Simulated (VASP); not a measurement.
# Al4P (I4/mmm) in VASP: a series of runs, part 2 of 2

VASP 6.6.1.

## 4. Relaxation of cell and atoms, PBE

File INCAR:

```
SYSTEM = Al4P
ALGO     = Normal         ! electronic algorithm
EDIFF    = 1E-6           ! SCF threshold, eV
EDIFFG   = -0.04          ! ionic threshold
ENCUT    = 600            ! plane-wave cutoff, eV
GGA      = PE             ! functional
IBRION   = 2              ! ionic algorithm
ISIF     = 3              ! what is computed and relaxed
ISMEAR   = 0              ! smearing method
LASPH    = .TRUE.         ! aspherical terms in the spheres
LCHARG   = .FALSE.        ! write CHGCAR
LREAL    = .FALSE.        ! projectors in reciprocal space
LWAVE    = .FALSE.        ! write WAVECAR
NELM     = 60             ! most SCF steps
NSW      = 90             ! ionic steps
PREC     = Accurate       ! precision mode
SIGMA    = 0.1            ! smearing width, eV
```

File KPOINTS:

```
k-points
0
G
  4 4 4
  0 0 0
```

File POSCAR:

```
Al4P
1.0
   -2.7104683300      2.7104683300      3.0444492600
    2.7104683300     -2.7104683300      3.0444492600
    2.7104683300      2.7104683300     -3.0444492600
Al P
4 1
Direct
    0.2674547900      0.2674547900      0.5349095900
    0.7325452100      0.7325452100      0.4650904100
    0.2674547900      0.7325452100      0.0000000000
    0.7325452100      0.2674547900      0.0000000000
    0.0000000000      0.0000000000      0.0000000000
```

Potentials or basis: VASP PAW PBE potentials, release 64 (Al, P).

Launch:

```console
$ cat potpaw_PBE.64/Al/POTCAR potpaw_PBE.64/P/POTCAR > POTCAR
$ mpirun -np 1 vasp_std > vasp.out
```

OUTCAR:

```text
SYSTEM = Al4P
   EDIFF = 1E-6
   EDIFFG = -0.04
   ENCUT = 600
   GGA = PE
   IBRION = 2
   ISIF = 3
   ISMEAR = 0
   LASPH = .TRUE.
   LREAL = .FALSE.
   NELM = 60
   NSW = 90
   PREC = Accurate

 ion  position               nearest neighbor table
   1  0.267  0.267  0.535-   5 2.05   4 2.52   3 2.52   3 2.90   4 2.90   2 3.06   2 3.06
   2  0.733  0.733  0.465-   5 2.05   3 2.52   4 2.52   4 2.90   3 2.90   1 3.06   1 3.06
   3  0.267  0.733  0.000-   5 2.05   2 2.52   1 2.52   1 2.90   2 2.90   4 3.06   4 3.06
   4  0.733  0.267  0.000-   5 2.05   2 2.52   1 2.52   1 2.90   2 2.90   3 3.06   3 3.06
   5  0.000  0.000  0.000-   3 2.05   4 2.05   1 2.05   2 2.05

  LATTYP: Found a body centered tetragonal cell.
 ALAT       =     5.4209366600
 C/A-ratio  =     1.1232189014

  Lattice vectors:

 A1 = (  -2.7104683300,   2.7104683300,   3.0444492600)
 A2 = (   2.7104683300,  -2.7104683300,   3.0444492600)
 A3 = (   2.7104683300,   2.7104683300,  -3.0444492600)
[... 225 lines left out ...]
      6       1.5754      2.00000
      7       1.5754      2.00000
      8       1.7677      2.00000
      9       3.0197      2.00000
     10       3.0197      2.00000
     11       3.3722      2.00000
     12       3.6644      1.51045
[... 450 lines left out ...]
--------------------------------------- Ionic step        9  -------------------------------------------

 number of electron      17.0000000 magnetization

 Free energy of the ion-electron system (eV)
  ---------------------------------------------------
  ext. energy  EPLUGINS =         0.00000000
  ---------------------------------------------------
  free energy    TOTEN  =       -18.61721446 eV

  energy without entropy =      -18.59812646  energy(sigma->0) =      -18.60767046

 E-fermi :   5.2663     XC(G=0):  -9.2919

 val. band max:        5.2414841688   @ k =   0.5000   0.2500   0.0000
 cond. band min:       5.3963116688   @ k =   0.5000   0.2500   0.0000
 fundamental gap:      0.1548275000
 Fermi energy:         5.2662688699

 k-point     1 :       0.0000    0.0000    0.0000
  band No.  band energies     occupation
      1      -6.4098      2.00000
      2      -0.5183      2.00000
      3       0.9266      2.00000
      4       0.9266      2.00000
      5       2.8393      2.00000
      6       2.9823      2.00000
      7       3.6435      2.00000
      8       3.6435      2.00000
      9       4.2757      2.00000
     10       4.2757      2.00000
     11       5.1005      1.98091
     12       5.1420      1.92107
[... 210 lines left out ...]
  FREE ENERGIE OF THE ION-ELECTRON SYSTEM (eV)
  ---------------------------------------------------
  free  energy   TOTEN  =       -18.6172144604 eV

  energy  without entropy=      -18.5981264569  energy(sigma->0) =      -18.60767046

 reached required accuracy - stopping structural energy minimisation
```

CONTCAR:

```text
Al4P
   1.00000000000000
    -3.0300804880003769    3.0300804880003769    2.8463078354908102
     3.0300804880003769   -3.0300804880003769    2.8463078354908102
     3.0300804880003769    3.0300804880003769   -2.8463078354908102
  Al              P
     4     1
Direct
     0.2805091382441405    0.2805091382441406    0.5610182864882749
     0.7194908617558593    0.7194908617558593    0.4389817135117252
     0.2805091382441405    0.7194908617558593    0.0000000000000000
     0.7194908617558593    0.2805091382441405    0.0000000000000000
     0.0000000000000000    0.0000000000000000    0.0000000000000000

  0.00000000E+00  0.00000000E+00  0.00000000E+00
  0.00000000E+00  0.00000000E+00  0.00000000E+00
  0.00000000E+00  0.00000000E+00  0.00000000E+00
  0.00000000E+00  0.00000000E+00  0.00000000E+00
  0.00000000E+00  0.00000000E+00  0.00000000E+00
```

It took 51 s on 1 thread of Intel Xeon 6975P-C (Granite Rapids), shared host; peak memory 0.23 GiB.

What came out:

| Item | Value |
| --- | --- |
| Free energy | -18.6172 eV |
| Relaxed volume | 20.91 Å³/atom |
| Relaxed cell | a = 5.144 Å, b = 5.144 Å, c = 5.144 Å, α = 107.83°, β = 107.83°, γ = 112.81° |
| Space group after relaxing (to 0.05 Å) | I4/mmm (No. 139) |
| Energy gained by relaxing | 531.1 meV/atom |
| Ionic steps | 9 |
| Pressure after relaxing | 0.0 GPa |
| Largest force after relaxing | 0.020 eV/Å |

Forces in eV/Å, atoms in the order of the input:
```
Al   0.014  0.014  0.000
Al  -0.014 -0.014  0.000
Al  -0.014  0.014  0.000
Al   0.014 -0.014  0.000
P    0.000  0.000  0.000
```

The path:
| step | energy change (eV) | largest force (eV/Å) | pressure (GPa) | volume (Å³) |
| --- | --- | --- | --- | --- |
| 1 | 0.0000 | 3.5656 | 24.54 | 89.47 |
| 2 | -1.8499 | 0.5504 | -7.34 | 128.38 |
| 3 | -2.5244 | 0.2220 | -1.39 | 110.59 |
| 4 | -2.6187 | 0.0789 | -1.24 | 108.28 |
| 5 | -2.6498 | 0.0355 | -0.91 | 106.38 |
| 6 | -2.6503 | 0.0501 | -0.84 | 106.11 |
| 7 | -2.6546 | 0.0486 | 0.27 | 104.12 |
| 8 | -2.6549 | 0.0497 | 0.04 | 104.52 |
| 9 | -2.6553 | 0.0202 | 0.02 | 104.53 |

Final structure:
```
Al P
1.0
    -3.03008    3.03008    2.84631
     3.03008   -3.03008    2.84631
     3.03008    3.03008   -2.84631
Al P
4 1
Direct
  0.28051 0.28051 0.56102
  0.71949 0.71949 0.43898
  0.28051 0.71949 0.00000
  0.71949 0.28051 0.00000
  0.00000 0.00000 0.00000
```

Caveat: the k points lie up to 0.38 Å⁻¹ apart in the final cell; the volume moved by over 15 % at a fixed basis, so the end points are rough; the bands computed are all filled at some k points, so no gap is given.

## 5. Single point, PBE

This run uses another cell than the first one, of 20.81 Å³/atom, 1.163 times its volume.

File INCAR:

```
SYSTEM = Al4P
ALGO     = Normal         ! electronic algorithm
EDIFF    = 1E-7           ! SCF threshold, eV
ENCUT    = 520            ! plane-wave cutoff, eV
GGA      = PE             ! functional
ISIF     = 2              ! what is computed and relaxed
ISMEAR   = 0              ! smearing method
LASPH    = .TRUE.         ! aspherical terms in the spheres
LCHARG   = .TRUE.         ! write CHGCAR
LELF     = .TRUE.         ! ELF
LREAL    = .FALSE.        ! projectors in reciprocal space
LVHAR    = .TRUE.       
LWAVE    = .FALSE.        ! write WAVECAR
NBANDS   = 16             ! bands
NELM     = 100            ! most SCF steps
PREC     = Accurate       ! precision mode
SIGMA    = 0.1            ! smearing width, eV
```

File KPOINTS:

```
k-points
0
G
  10 10 10
  0 0 0
```

File POSCAR:

```
Al4P
1.0
   -3.0286379047      3.0286379047      2.8360593354
    3.0286379047     -3.0286379047      2.8360593354
    3.0286379047      3.0286379047     -2.8360593354
Al P
4 1
Direct
    0.2807371431      0.2807371431      0.5614742862
    0.7192628569      0.7192628569      0.4385257138
    0.2807371431      0.7192628569      0.0000000000
    0.7192628569      0.2807371431      0.0000000000
    0.0000000000      0.0000000000      0.0000000000
```

Launch:

```console
$ cat potpaw_PBE.64/Al/POTCAR potpaw_PBE.64/P/POTCAR > POTCAR
$ mpirun -np 1 vasp_std > vasp.out
```

Wall time 76 s (1 thread of Intel Xeon 6975P-C (Granite Rapids), shared host); peak memory 0.32 GiB.

It converged, with:

```
Free energy   : -18.6433 eV
Pressure      : -0.1 GPa
Largest force : 0.005 eV/Å
```

Forces in eV/Å, atoms in the order of the input:
```
Al  -0.004 -0.004  0.000
Al   0.004  0.004  0.000
Al   0.004 -0.004  0.000
Al  -0.004  0.004  0.000
P    0.000  0.000  0.000
```

Levels at points of the mesh, in eV from the Fermi level:
```
           k point  band 5  band 6  band 7  band 8  band 9  band 10  band 11  band 12
(0.00, 0.00, 0.00)   -2.63   -2.48   -1.80   -1.80   -1.18    -1.18    -0.33    -0.31
(0.50, 0.00, 0.00)   -4.31   -3.88   -0.54   -0.28    0.32     1.62     1.82     2.23
(0.50, 0.50, 0.00)   -3.84   -1.87   -1.74   -0.87   -0.74     0.55     2.37     2.39
(0.50, 0.50, 0.50)   -4.90   -3.47   -0.76   -0.76    1.57     1.90     2.18     2.27
```

## 6. Relaxation of cell and atoms, PBE

This run uses another cell than the first one, of 20.89 Å³/atom, 1.167 times its volume.

File INCAR:

```
SYSTEM = Al4P
PREC = Accurate
ENCUT = 600
EDIFF = 1E-6
ISMEAR = 0
SIGMA = 0.1
LREAL = .FALSE.
LASPH = .TRUE.
NELM = 100
ALGO = Normal
ISIF = 3
LWAVE = .FALSE.
LCHARG = .FALSE.
GGA = PE
IBRION = 2
NSW = 100
EDIFFG = -0.01
```

File KPOINTS:

```
regular mesh
0
G
  10 10 10
  0 0 0
```

File POSCAR:

```
Al4P
1.0
   -3.0308372062      3.0308372062      2.8420670704
    3.0308372062     -3.0308372062      2.8420670704
    3.0308372062      3.0308372062     -2.8420670704
Al P
4 1
Direct
    0.2807315955      0.2807315955      0.5614631910
    0.7192684045      0.7192684045      0.4385368090
    0.2807315955      0.7192684045      0.0000000000
    0.7192684045      0.2807315955      0.0000000000
    0.0000000000      0.0000000000      0.0000000000
```

Potentials or basis: VASP PAW PBE potentials, release 64 (Al, P).

Launch:

```console
$ cat potpaw_PBE.64/Al/POTCAR potpaw_PBE.64/P/POTCAR > POTCAR
$ mpirun -np 1 vasp_std > vasp.out
```

It took 95 s on 1 thread of Intel Xeon 6975P-C (Granite Rapids), shared host; peak memory 0.35 GiB.

It converged, with:

| Quantity | Value |
| --- | --- |
| Free energy | -18.6437 eV |
| Relaxed volume | 20.80 Å³/atom |
| Relaxed cell | a = 5.135 Å, b = 5.135 Å, c = 5.135 Å, α = 107.78°, β = 107.78°, γ = 112.90° |
| Space group after relaxing (to 0.05 Å) | I4/mmm (No. 139) |
| Energy gained by relaxing | 0.1 meV/atom |
| Ionic steps | 2 |
| Pressure after relaxing | 0.0 GPa |

Stress tensor (GPa, compression positive):
```
 0.05  0.00  0.00
 0.00  0.05  0.00
 0.00  0.00 -0.06
```

Step by step:
```
step  energy change (eV)  largest force (eV/Å)  pressure (GPa)  volume (Å³)
   1              0.0000                0.0096           -0.23       104.43
   2             -0.0003                0.0004            0.01       103.98
```

Final structure:
```cif
data_structure
_symmetry_space_group_name_H-M 'P 1'
_symmetry_Int_Tables_number 1
_cell_length_a 5.1355
_cell_length_b 5.1355
_cell_length_c 5.1355
_cell_angle_alpha 107.783
_cell_angle_beta 107.783
_cell_angle_gamma 112.903
_cell_volume 103.98
loop_
_atom_site_label
_atom_site_type_symbol
_atom_site_fract_x
_atom_site_fract_y
_atom_site_fract_z
_atom_site_occupancy
Al1 Al 0.28068 0.28068 0.56135 1
Al2 Al 0.71932 0.71932 0.43865 1
Al3 Al 0.28068 0.71932 0.00000 1
Al4 Al 0.71932 0.28068 0.00000 1
P1 P 0.00000 0.00000 0.00000 1
```

Levels at points of the mesh, in eV from the Fermi level:
```
           k point  band 4  band 5  band 6  band 7  band 8  band 9  band 10  band 11  band 12
(0.00, 0.00, 0.00)   -4.54   -2.64   -2.47   -1.80   -1.80   -1.18    -1.18    -0.33    -0.32
(0.50, 0.00, 0.00)   -4.38   -4.32   -3.88   -0.55   -0.28    0.31     1.63     1.81     2.23
(0.50, 0.50, 0.00)   -4.74   -3.84   -1.87   -1.74   -0.87   -0.73     0.56     2.38     2.40
(0.50, 0.50, 0.50)   -5.51   -4.91   -3.48   -0.76   -0.76    1.58     1.90     2.18     2.27
```

Caveat: the bands computed are all filled at some k points, so no gap is given.

## 7. Overview

| task | cell | k mesh | cutoff (eV) | gap on the mesh (eV) | pressure (GPa) | relaxed volume (Å³/atom) | largest force (eV/Å) |
| --- | --- | --- | --- | --- | --- | --- | --- |
| single point | a = 4.895 Å, angles 112.8, 112.8, 103.1°, 5 atoms | 4 × 4 × 4 | 520 | none | 24.5 | - | 3.57 |
| single point | a = 5.143 Å, angles 107.8, 107.8, 112.9°, 5 atoms | 4 × 4 × 4 | 520 | none | 0.0 | - | - |
| relaxation of cell and atoms | relaxed from a = 4.895 Å, angles 112.8, 112.8, 103.1°, 5 atoms | 4 × 4 × 4 | 600 | - | 0.0 | 20.91 | 0.02 |
| single point | a = 5.137 Å, angles 107.7, 107.7, 113.0°, 5 atoms | 10 × 10 × 10 | 520 | none | -0.1 | - | 0.01 |
| relaxation of cell and atoms | relaxed from a = 5.143 Å, angles 107.8, 107.8, 112.9°, 5 atoms | 10 × 10 × 10 | 600 | - | 0.0 | 20.80 | - |

Alike in all rows: level PBE; potentials or basis VASP PAW PBE potentials, release 64 (Al, P); no spin polarisation; smearing gaussian 0.1 eV.

Caveats: some runs use coarse meshes; the bands computed are all filled at some k points, so no gap is given (some runs); forces of over 1 eV/Å act on the atoms, so gaps and moduli don't describe the material at rest (some runs); the volume moved by over 15 % at a fixed basis, so the end points are rough (some runs).

Absolute energies hang on the potentials; compare differences alone.
